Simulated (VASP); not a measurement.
## MnO: single point with PBEsol

MnO:

```xyz
2
Lattice="0.0000 2.2239 2.2239 2.2239 0.0000 2.2239 2.2239 2.2239 0.0000" Properties=species:S:1:pos:R:3 pbc="T T T"
Mn    0.0000    0.0000    0.0000
O     2.2239    2.2239    2.2239
```

```
Program                : VASP 6.6.1
Task                   : single point
Functional             : PBEsol
Potentials or basis    : VASP PAW PBE potentials, release 64 (Mn_pv, O)
Cutoff                 : 520 eV
k mesh                 : 10 × 10 × 10
Occupations            : fermi-dirac, width 0.05 eV
Spin                   : collinear spin, ferromagnetic start
Starting moments       : [5.5, 0.0] μB
Dipole correction      : no
Further INCAR settings : ALGO = Normal; EDIFF = 1e-06; NBANDS = 20
```

```json
{"Pressure": "-6.9 GPa", "Net moment": "4.77 μB per cell", "Site moments": "Mn +4.32; O +0.20 μB", "Valence electrons inside the program's atomic spheres": "Mn 11.36; O 4.95"}
```

Levels at points of the mesh, in eV from the Fermi level:
Spin up:
```csv
k point,band 9,band 10,band 11,band 12,band 13,band 14,band 15,band 16
"(0.00, 0.00, 0.00)",-3.21,-3.21,-2.69,-2.69,-0.61,13.77,16.17,16.17
"(0.50, 0.00, 0.00)",-2.30,-1.86,0.22,0.22,3.33,7.65,11.71,11.71
"(0.50, 0.50, 0.00)",-2.25,-2.02,-2.02,-1.90,4.90,7.71,10.26,13.51
```
Spin down:
```csv
k point,band 3,band 4,band 5,band 6,band 7,band 8,band 9,band 10,band 11,band 12
"(0.00, 0.00, 0.00)",-45.59,-19.74,-3.35,-3.35,-3.35,0.69,0.70,0.70,0.70,1.34
"(0.50, 0.00, 0.00)",-45.60,-18.76,-7.40,-4.85,-4.85,1.90,1.94,1.94,3.63,3.63
"(0.50, 0.50, 0.00)",-45.62,-18.80,-6.44,-4.33,-4.33,-0.90,1.94,2.14,2.38,2.38
```

Wall time 19 s on 1 thread of Intel Xeon 6975P-C, on a shared host, peak memory 0.17 GiB.

Caveat: the PAW data sets were made with another functional, which shifts forces and pressure a little; a cell with one magnetic atom can't hold antiferromagnetic order, which such compounds often take; semilocal functionals often make such compounds metallic where correlation or magnetic order opens a gap, which also shifts bond lengths. With open d or f shells a metallic result of PBEsol can be an artefact of self-interaction; +U or a hybrid may open a gap.
